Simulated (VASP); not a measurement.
Here is a VASP 6.6.1 calculation.

The input INCAR:

```
SYSTEM = Ge
  PREC = Accurate
  ENCUT = 520
  EDIFF = 1E-7
  ISMEAR = 0
  SIGMA = 0.1
  LREAL = .False.
  LASPH = .True.
  NELM = 60
  ALGO = Normal
  ISIF = 2
  LWAVE = .False.
  LCHARG = .False.
  GGA = PE
  NBANDS = 21
```

Contents of KPOINTS:

```
regular mesh
0
Gamma
  12 12 12
  0 0 0
```

File POSCAR:

```
Ge
1.0
    0.0000000000      2.9021482938      2.9021482938
    2.9021482938      0.0000000000      2.9021482938
    2.9587236938      2.9587236938     -0.0565754000
Ge
2
Direct
    0.5153074553      0.5153074553      0.4540776342
    0.7346925447      0.7346925447      0.7959223658
```

Potentials or basis: VASP PAW PBE potentials, release 64 (Ge_d).

Run with:

```bash
$ cat potpaw_PBE.64/Ge_d/POTCAR > POTCAR
$ mpirun -np 1 vasp_std > vasp.out
```

Estimate the largest force.

3.475 eV/Å.

Estimate the pressure.

-0.4 GPa.

Stress tensor (GPa, compression positive):
```
-0.38  3.69 -3.69
 3.69 -0.38 -3.69
-3.69 -3.69 -0.38
```

Caveat: the cell differs from its parent crystal (strained and its atoms moved); forces of over 1 eV/Å act on the atoms, so gaps and moduli don't describe the material at rest.
